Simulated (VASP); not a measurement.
Here is a VASP 6.6.1 calculation.

INCAR

```
ALGO     = Normal         # electronic algorithm
EDIFF    = 1E-6           # SCF threshold, eV
ENCUT    = 600            # plane-wave cutoff, eV
GGA      = PE             # functional
GGA_COMPAT= F            
ISIF     = 2              # what is computed and relaxed
ISMEAR   = -1             # smearing method
LASPH    = T              # aspherical terms in the spheres
LCHARG   = F              # write CHGCAR
LDAU     = T              # DFT+U
LDAUJ    = 0 0          
LDAUL    = 2 -1           # shell
LDAUPRINT= 1            
LDAUTYPE = 2            
LDAUU    = 4 0            # U, eV
LMAXMIX  = 4              # l up to which the mixer works
LREAL    = F              # projectors in reciprocal space
LWAVE    = F              # write WAVECAR
NBANDS   = 25             # bands
NELM     = 200            # most SCF steps
PREC     = Accurate       # precision mode
SIGMA    = 0.1            # smearing width, eV
```

File KPOINTS:

```
k-points
0
Gamma
  8 8 5
```

Contents of POSCAR:

```
CuO
1.0
    2.3265000000     -1.7050000000      0.0000000000
    2.3265000000      1.7050000000      0.0000000000
   -0.8413000000      0.0000000000      5.0382400000
Cu O
2 2
Direct
    0.0000000000      0.5000000000      0.0000000000
    0.5000000000      0.0000000000      0.5000000000
    0.5840000000      0.4160000000      0.2500000000
    0.4160000000      0.5840000000      0.7500000000
```

Potentials or basis: VASP PAW PBE potentials, release 64 (Cu, O).

Command:

```bash
$ cat potpaw_PBE.64/Cu/POTCAR potpaw_PBE.64/O/POTCAR > POTCAR
$ mpirun -np 1 vasp_std > vasp.out
```

Task: Estimate the largest force.

Result: 0.190 eV/Å.

Task: What does it give for the pressure?

Result: 5.7 GPa.

Eigenvalues of the final occupation matrices:
```csv
site,spin,trace,eigenvalues
site 1 d,1,4.64,0.79 0.95 0.96 0.97 0.97
site 1 d,2,4.64,0.79 0.95 0.96 0.97 0.97
site 2 d,1,4.64,0.79 0.95 0.96 0.97 0.97
site 2 d,2,4.64,0.79 0.95 0.96 0.97 0.97
```

Caveat: the cell stands under pressure; U without spin polarisation on a metal has little footing.
